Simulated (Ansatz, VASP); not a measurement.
BN in VASP and in Ansatz

Contents of INCAR:

```
SYSTEM = BN
ALGO     = Normal         ! electronic algorithm
EDIFF    = 1E-7           ! SCF threshold, eV
ENCUT    = 520            ! plane-wave cutoff, eV
GGA      = PE             ! functional
ISIF     = 2              ! what is computed and relaxed
ISMEAR   = 0              ! smearing method
LASPH    = .TRUE.         ! aspherical terms in the spheres
LCHARG   = .TRUE.         ! write CHGCAR
LELF     = .TRUE.         ! ELF
LREAL    = .FALSE.        ! projectors in reciprocal space
LVHAR    = .TRUE.       
LWAVE    = .FALSE.        ! write WAVECAR
NBANDS   = 16             ! bands
NELM     = 80             ! most SCF steps
PREC     = Accurate       ! precision mode
SIGMA    = 0.05           ! smearing width, eV
```

Contents of KPOINTS:

```
k-points
0
G
  12 12 6
  0 0 0
```

File POSCAR:

```
BN
1.0
    2.5667552653     -0.0115051933      0.0014387977
   -1.2933414224      2.1938488732     -0.0085409176
    0.0023812580     -0.0149474527      4.2713641683
B N
2 2
Direct
    0.6559967362      0.5539837248      1.0224291091
    0.4341303267      0.6157705854      0.4648218751
    0.6794050864      0.2992984416      0.6255634360
    0.2304678507      0.5309472482      0.1371855798
```

Input for Ansatz:

```yaml
crystal:
  lattice:
    - [2.5667552653, -0.0115051933, 0.0014387977]
    - [-1.2933414224, 2.1938488732, -0.0085409176]
    - [0.002381258, -0.0149474527, 4.2713641683]
  atoms:
    - { symbol: B, position: [0.6559967362, 0.5539837248, 1.0224291091] }
    - { symbol: B, position: [0.4341303267, 0.6157705854, 0.4648218751] }
    - { symbol: "N", position: [0.6794050864, 0.2992984416, 0.625563436] }
    - { symbol: "N", position: [0.2304678507, 0.5309472482, 0.1371855798] }
basis:
  ecutwfc: 420
kpoints:
  mp_grid: { grid: [12, 12, 6] }
hamiltonian:
  xc: pbe
scf:
  occupations: { method: gaussian, width: 0.05 }
output:
  forces: true
  stress: true
  eigenvalues: true
  write_density: true
  write_potential: true
  elf: true
  volumetric_format: npy
```

Change from the starting cell: all atoms moved at random (sigma 0.3 Å a component), cell strained at random (sigma 0.01).

Alike in both runs: task single point; functional PBE; k mesh 12 × 12 × 6; occupations gaussian, width 0.05 eV; no spin polarisation.

|  | VASP | Ansatz |
| --- | --- | --- |
| version | VASP 6.6.1 | Ansatz 0.2.0 |
| potentials or method | VASP PAW PBE potentials, release 64 (B, N), cutoff 520 eV | scalar-relativistic, plane waves, PAW |
| valence electrons in the cell | 16 | 16 |

```tsv
	VASP	Ansatz	Ansatz less VASP
gap on the k mesh at the Fermi level (eV)	0.26	0.26	-0.001
least direct gap on the mesh (eV)	3.08	3.07	-0.001
pressure (GPa)	58.8	58.4	-0.36
traceless stress, the component that is largest in VASP (GPa)	-35.38	-35.07	+0.301
rms of the force components (eV/Å)	7.485	7.422	-0.0627
```

Atom by atom the forces differ by 0.066 eV/Å (rms over components). Both programs put the cell under a high pressure, so it lies far from rest at this level. With one functional, cell and mesh, what is left measures potentials, basis and numerics.
